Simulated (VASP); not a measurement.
# O (Pm-3m) in VASP: single point with LDA

Aim: the single point of O with LDA.

Program: VASP 6.6.1. These are calculated values, not measurements. Logs are shortened: lines on timing, memory, paths and dates and some standing lists are left out, and cuts for length are marked.

## Step 1: The cell of the first run

Symmetry: Pm-3m, No. 221, cubic system. The conventional cell has a = 4.361 Å, b = 4.361 Å, c = 4.361 Å, α = 90.00°, β = 90.00°, γ = 90.00°. Within 4.1 Å of O (site symmetry 4/mmm) lie 8 O at 3.08 Å.

## Step 2: Single point, LDA

INCAR reads:

```
SYSTEM = O
PREC     = Accurate       ! precision mode
ENCUT    = 600            ! plane-wave cutoff, eV
EDIFF    = 1E-6           ! SCF threshold, eV
ISMEAR   = -1             ! smearing method
SIGMA    = 0.1            ! smearing width, eV
LREAL    = .False.        ! projectors in reciprocal space
LASPH    = .True.         ! aspherical terms in the spheres
NELM     = 120            ! most SCF steps
ALGO     = Normal         ! electronic algorithm
ISIF     = 2              ! what is computed and relaxed
LWAVE    = .False.        ! write WAVECAR
LCHARG   = .True.         ! write CHGCAR
LELF     = .True.         ! ELF
LVHAR    = .True.       
NBANDS   = 16             ! bands
GGA_COMPAT= .False.
```

KPOINTS reads:

```
Automatic mesh
0
Gamma
  5 5 5
  0 0 0
```

POSCAR reads:

```
O
1.0
    4.3607840000      0.0000000000      0.0000000000
    0.0000000000      4.3607840000      0.0000000000
    0.0000000000      0.0000000000      4.3607840000
O
3
Direct
    0.5000000000      0.5000000000      0.0000000000
    0.5000000000      0.0000000000      0.5000000000
    0.0000000000      0.5000000000      0.5000000000
```

Potentials or basis: VASP PAW LDA potentials, release 64 (O).

Launch:

```bash
> cat potpaw_LDA.64/O/POTCAR > POTCAR
> mpirun -np 1 vasp_std > vasp.out
```

OUTCAR:

```text
SYSTEM = O
   PREC = Accurate
   ENCUT = 600
   EDIFF = 1E-6
   ISMEAR = -1
   LREAL = .False.
   LASPH = .True.
   NELM = 120
   ISIF = 2

 ion  position               nearest neighbor table
   1  0.500  0.500  0.000-
   2  0.500  0.000  0.500-
   3  0.000  0.500  0.500-

  LATTYP: Found a simple cubic cell.
 ALAT       =     4.3607840000

  Lattice vectors:

 A1 = (   4.3607840000,   0.0000000000,   0.0000000000)
 A2 = (   0.0000000000,   4.3607840000,   0.0000000000)
 A3 = (   0.0000000000,   0.0000000000,   4.3607840000)

Analysis of symmetry for initial positions (statically):
=====================================================================
 Subroutine PRICEL returns:
 Original cell was already a primitive cell.

 Routine SETGRP: Setting up the symmetry group for a
 simple cubic supercell.

 Subroutine GETGRP returns: Found 48 space group operations
 (whereof 48 operations were pure point group operations)
 out of a pool of 48 trial point group operations.

The static configuration has the point symmetry O_h .

Analysis of symmetry for dynamics (positions and initial velocities):
=====================================================================
 Subroutine PRICEL returns:
 Original cell was already a primitive cell.

 Routine SETGRP: Setting up the symmetry group for a
 simple cubic supercell.

 Subroutine GETGRP returns: Found 48 space group operations
 (whereof 48 operations were pure point group operations)
 out of a pool of 48 trial point group operations.

The dynamic configuration has the point symmetry O_h .

 Subroutine INISYM returns: Found 48 space group operations
 (whereof 48 operations are pure point group operations),
 and found     1 'primitive' translations

----------------------------------------------------------------------------------------

                                     Primitive cell

  volume of cell :      82.9266

  direct lattice vectors                    reciprocal lattice vectors
     4.360784000  0.000000000  0.000000000     0.229316563  0.000000000  0.000000000
     0.000000000  4.360784000  0.000000000     0.000000000  0.229316563  0.000000000
     0.000000000  0.000000000  4.360784000     0.000000000  0.000000000  0.229316563

  length of vectors
     4.360784000  4.360784000  4.360784000     0.229316563  0.229316563  0.229316563

  position of ions in fractional coordinates (direct lattice)
     0.500000000  0.500000000  0.000000000
     0.500000000  0.000000000  0.500000000
     0.000000000  0.500000000  0.500000000

  ion indices of the primitive-cell ions
   primitive index   ion index
                 1           1
                 2           2
                 3           3

----------------------------------------------------------------------------------------

 KPOINTS: Automatic mesh

Automatic generation of k-mesh.
 Grid dimensions read from file:
 generate k-points for:    5    5    5

 Generating k-lattice:

  Cartesian coordinates                     Fractional coordinates (reciprocal lattice)
     0.045863313  0.000000000  0.000000000     0.200000000  0.000000000  0.000000000
     0.000000000  0.045863313  0.000000000     0.000000000  0.200000000  0.000000000
     0.000000000  0.000000000  0.045863313     0.000000000  0.000000000  0.200000000

  Length of vectors
     0.045863313  0.045863313  0.045863313

  Shift w.r.t. Gamma in fractional coordinates (k-lattice)
     0.000000000  0.000000000  0.000000000

 Subroutine IBZKPT returns following result:
 ===========================================

 Found     10 irreducible k-points:

 Following reciprocal coordinates:
            Coordinates               Weight
  0.000000  0.000000  0.000000      1.000000
  0.200000  0.000000  0.000000      6.000000
  0.400000  0.000000  0.000000      6.000000
  0.200000  0.200000  0.000000     12.000000
  0.400000  0.200000  0.000000     24.000000
  0.400000  0.400000  0.000000     12.000000
  0.200000  0.200000  0.200000      8.000000
  0.400000  0.200000  0.200000     24.000000
  0.400000  0.400000  0.200000     24.000000
  0.400000  0.400000  0.400000      8.000000
   k-points           NKPTS =     10   k-points in BZ     NKDIM =     10   number of bands    NBANDS=     16
   number of dos      NEDOS =    301   number of ions     NIONS =      3
   total plane-waves  NPLWV =  46656
   dimension x,y,z NGX =    36 NGY =   36 NGZ =   36
   dimension x,y,z NGXF=    72 NGYF=   72 NGZF=   72
   ions per type =               3
   NGX,Y,Z   is equivalent  to a cutoff of  13.72, 13.72, 13.72 a.u.
   NGXF,Y,Z  is equivalent  to a cutoff of  27.45, 27.45, 27.45 a.u.
 SYSTEM =  O
   PREC   = accura    normal or accurate (medium, high low for compatibility)
   ISTART =      0    job   : 0-new  1-cont  2-samecut
   ICHARG =      2    charge: 1-file 2-atom 10-const
   ISPIN  =      1    spin polarized calculation?
   LNONCOLLINEAR =      F non collinear calculations
   LSORBIT =      F    spin-orbit coupling
   LASPH  =      T    aspherical Exc in radial PAW
   ENCUT  =  600.0 eV  44.10 Ry    6.64 a.u.   8.71  8.71  8.71*2*pi/ulx,y,z
   NELM   =    120;   NELMIN=  2; NELMDL= -5     # of ELM steps
   EDIFF  = 0.1E-05   stopping-criterion for ELM
   LREAL  =      F    real-space projection
   EDIFFG = 0.1E-04   stopping-criterion for IOM
   NSW    =      0    number of steps for IOM
   IBRION =     -1    ionic relax: 0-MD 1-quasi-New 2-CG
   NFREE  =      0    steps in history (QN), initial steepest desc. (CG)
   ISIF   =      2    stress and relaxation
   ISYM   =      2    0-nonsym 1-usesym 2-fastsym
   POTIM  = 0.5000    time-step for ionic-motion
   TEBEG  =    0.0;   TEEND  =   0.0 temperature during run
   PSTRESS=    0.0 pullay stress
   NELECT =      18.0000    total number of electrons
   NUPDOWN=      -1.0000    fix difference up-down
   EMIN   =  10.00;   EMAX   =-10.00  energy-range for DOS
   EFERMI =   0.00;   METHOD = LEGACY
   ISMEAR =    -1;   SIGMA  =   0.10  broadening in eV -4-tet -1-fermi 0-gaus
   EFERMI_NEDOS =   21; number of points for ismear=-14 and -15
   IALGO  =     38    algorithm
   IMIX   =      4    mixing-type and parameters
     AMIX     =   0.40;   BMIX     =  1.00
     AMIX_MAG =   1.60;   BMIX_MAG =  1.00
  volume/ion in A,a.u.               =      27.64       186.54
  Fermi-wavevector in a.u.,A,eV,Ry     =   0.983863  1.859231 13.170242  0.967985
  Thomas-Fermi vector in A             =   2.115052
   LORBIT       =      0    0 simple, 1 ext, 2 COOP (PROOUT), +10 PAW based schemes
   GGA     = CA    functional components
   LHFCALC =     F    Hartree Fock is set to
   AEXX    =    0.0000 exact exchange contribution
   IVDW    =     0    specifies the selected vdW correction
   LEPSILON=     F    determine dielectric tensor
   LRPA    =     F    only Hartree local field effects (RPA)
 non-spin polarized calculation
  energy-cutoff  :      600.00
  volume of cell :       82.93
 maximum number of plane-waves:      2789
 NGX is ok and might be reduce to    36
   NGX = 17   NGY = 17   NGZ = 17

 number of electron      17.9999985 magnetization

 Free energy of the ion-electron system (eV)
  ---------------------------------------------------
  ext. energy  EPLUGINS =         0.00000000
  ---------------------------------------------------
  free energy    TOTEN  =        -3.41058787 eV

  energy without entropy =       -2.97849640  energy(sigma->0) =       -3.19454213

 E-fermi :  -6.6707     XC(G=0):  -6.7113

 val. band max:       -6.7060189146   @ k =   0.2000   0.2000   0.0000
 cond. band min:      -6.6659307807   @ k =   0.2000   0.2000   0.0000
 fundamental gap:      0.0400881340
 Fermi energy:        -6.6707057536

 k-point     1 :       0.0000    0.0000    0.0000
  band No.  band energies     occupation
      1     -21.8912      2.00000
      2     -21.3523      2.00000
      3     -21.3523      2.00000
      4      -7.6515      1.99989
      5      -7.6515      1.99989
      6      -7.6515      1.99989
[... 8 lines left out ...]
     15       8.2189      0.00000
     16       8.2189      0.00000

 k-point     2 :       0.2000    0.0000    0.0000
  band No.  band energies     occupation
      1     -21.8465      2.00000
      2     -21.3980      2.00000
      3     -21.3506      2.00000
      4      -7.5808      1.99978
      5      -7.5808      1.99978
      6      -7.5765      1.99977
[... 8 lines left out ...]
     15       7.4484      0.00000
     16       8.5465      0.00000

 k-point     3 :       0.4000    0.0000    0.0000
  band No.  band energies     occupation
      1     -21.7418      2.00000
      2     -21.5040      2.00000
      3     -21.3477      2.00000
      4      -7.4290      1.99898
      5      -7.4290      1.99898
      6      -7.3462      1.99767
[... 8 lines left out ...]
     15       7.8217      0.00000
     16       9.1797      0.00000

 k-point     4 :       0.2000    0.2000    0.0000
  band No.  band energies     occupation
      1     -21.8046      2.00000
      2     -21.4135      2.00000
      3     -21.3746      2.00000
      4      -7.6704      1.99991
      5      -7.5091      1.99954
      6      -7.3761      1.99827
[... 8 lines left out ...]
     15       6.8629      0.00000
     16       8.1088      0.00000

 k-point     5 :       0.4000    0.2000    0.0000
  band No.  band energies     occupation
      1     -21.7057      2.00000
      2     -21.5024      2.00000
      3     -21.3811      2.00000
      4      -7.5965      1.99981
      5      -7.3516      1.99780
      6      -7.3099      1.99666
[... 8 lines left out ...]
     15       7.2819      0.00000
     16       8.0199      0.00000

 k-point     6 :       0.4000    0.4000    0.0000
  band No.  band energies     occupation
      1     -21.6163      2.00000
      2     -21.5098      2.00000
      3     -21.4561      2.00000
      4      -7.6858      1.99992
      5      -7.5510      1.99970
      6      -7.1627      1.98551
[... 8 lines left out ...]
     15       5.8775      0.00000
     16       7.1734      0.00000

 k-point     7 :       0.2000    0.2000    0.2000
  band No.  band energies     occupation
      1     -21.7664      2.00000
      2     -21.4114      2.00000
      3     -21.4114      2.00000
      4      -7.7705      1.99997
      5      -7.3451      1.99765
      6      -7.3451      1.99765
[... 8 lines left out ...]
     15       7.1365      0.00000
     16       7.1365      0.00000

 k-point     8 :       0.4000    0.2000    0.2000
  band No.  band energies     occupation
      1     -21.6748      2.00000
      2     -21.5006      2.00000
      3     -21.4081      2.00000
      4      -7.7750      1.99997
      5      -7.3727      1.99821
      6      -7.2869      1.99579
[... 8 lines left out ...]
     15       7.3591      0.00000
     16       7.7274      0.00000

 k-point     9 :       0.4000    0.4000    0.2000
  band No.  band energies     occupation
      1     -21.5987      2.00000
      2     -21.5072      2.00000
      3     -21.4684      2.00000
      4      -7.9171      1.99999
      5      -7.5579      1.99972
      6      -7.3116      1.99671
[... 8 lines left out ...]
     15       6.1848      0.00000
     16       7.4131      0.00000

 k-point    10 :       0.4000    0.4000    0.4000
  band No.  band energies     occupation
      1     -21.5554      2.00000
      2     -21.5030      2.00000
      3     -21.5030      2.00000
      4      -8.1526      2.00000
      5      -7.5557      1.99971
      6      -7.5291      1.99963
[... 8 lines left out ...]
     15       6.9860      0.00000
     16       6.9860      0.00000

------------------------ aborting loop because EDIFF is reached ----------------------------------------

  FORCE on cell =-STRESS in cart. coord.  units (eV):
  Direction    XX          YY          ZZ          XY          YZ          ZX
  --------------------------------------------------------------------------------------
  -------------------------------------------------------------------------------------
  Total       -4.8896024     -4.8896024     -4.8896024      0.0000000      0.0000000      0.0000000
  in kB      -94.4692365    -94.4692365    -94.4692365      0.0000000      0.0000000      0.0000000
  external PRESSURE =     -94.4692365 kB  Pullay stress =       0.0000000 kB

 VOLUME and BASIS-vectors are now :
 -----------------------------------------------------------------------------
  energy-cutoff  :      600.00
  volume of cell :       82.93
      direct lattice vectors                 reciprocal lattice vectors
     4.360784000  0.000000000  0.000000000     0.229316563  0.000000000  0.000000000
     0.000000000  4.360784000  0.000000000     0.000000000  0.229316563  0.000000000
     0.000000000  0.000000000  4.360784000     0.000000000  0.000000000  0.229316563

 POSITION                                       TOTAL-FORCE (eV/Angst)
 -----------------------------------------------------------------------------------
      2.18039      2.18039      0.00000         0.000000      0.000000      0.000000
      2.18039      0.00000      2.18039         0.000000      0.000000      0.000000
      0.00000      2.18039      2.18039         0.000000      0.000000      0.000000
 -----------------------------------------------------------------------------------
    total drift:                                0.000000      0.000000      0.000000

  FREE ENERGIE OF THE ION-ELECTRON SYSTEM (eV)
  ---------------------------------------------------
  free  energy   TOTEN  =        -3.4105878675 eV

  energy  without entropy=       -2.9784963950  energy(sigma->0) =       -3.19454213
```

It took 8.8 s on 1 thread of Intel Xeon Platinum 8559C (Emerald Rapids), shared host; peak memory 0.16 GiB.

What came out:

```
Free energy            : -3.4106 eV
Pressure               : -9.4 GPa
Band gap on the k mesh : zero (band 9 reaches -6.52 eV, above the bottom of band 10 at -6.81 eV)
```

Levels at points of the mesh, in eV from the Fermi level:
```csv
k point,band 7,band 8,band 9,band 10,band 11,band 12
"(0.00, 0.00, 0.00)",-0.06,-0.06,-0.06,0.28,0.28,0.28
```
